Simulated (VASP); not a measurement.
A run of VASP 6.6.1:

The input INCAR:

```
PREC = Accurate
ENCUT = 520
EDIFF = 1E-6
ISMEAR = 0
SIGMA = 0.1
LREAL = False
LASPH = True
NELM = 60
ALGO = Normal
ISIF = 2
LWAVE = False
LCHARG = False
LDIPOL = True
IDIPOL = 3
DIPOL = 0.5 0.5 0.361
GGA = PE
NBANDS = 34
```

Contents of KPOINTS:

```
regular mesh
0
Gamma
  8 8 1
```

Contents of POSCAR:

```
Si4W2Cl
1.0
    3.2292919632      0.0000000000      0.0000000000
    0.0000000000      3.2292919632      0.0000000000
    0.0000000000      0.0000000000     21.9372962356
Si W Cl
4 2 1
Direct
    0.0000000000      0.0000000000      0.1823378760
    0.0000000000      0.0000000000      0.3009901015
    0.5000000000      0.5000000000      0.3590107492
    0.5000000000      0.5000000000      0.4757786066
    0.5000000000      0.5000000000      0.2416639887
    0.0000000000      0.0000000000      0.4178382292
    1.0000000000      1.0000000000      0.5472865382
```

Potentials or basis: VASP PAW PBE potentials, release 64 (Si, W_sv, Cl).

Launch:

```sh
$ cat potpaw_PBE.64/Si/POTCAR potpaw_PBE.64/W_sv/POTCAR potpaw_PBE.64/Cl/POTCAR > POTCAR
$ mpirun -np 1 vasp_std > vasp.out
```

Hardware: 1 thread of Intel(R) Xeon(R) Platinum 8259CL CPU @ 2.50GHz (Skylake/Cascade Lake), on a shared host.

How long does it take, and how much memory?

It took 2.9 min on 1 thread of Intel(R) Xeon(R) Platinum 8259CL CPU @ 2.50GHz (Skylake/Cascade Lake) (shared host), peak memory 0.36 GiB. Counts: scf iterations 28, k points 15.
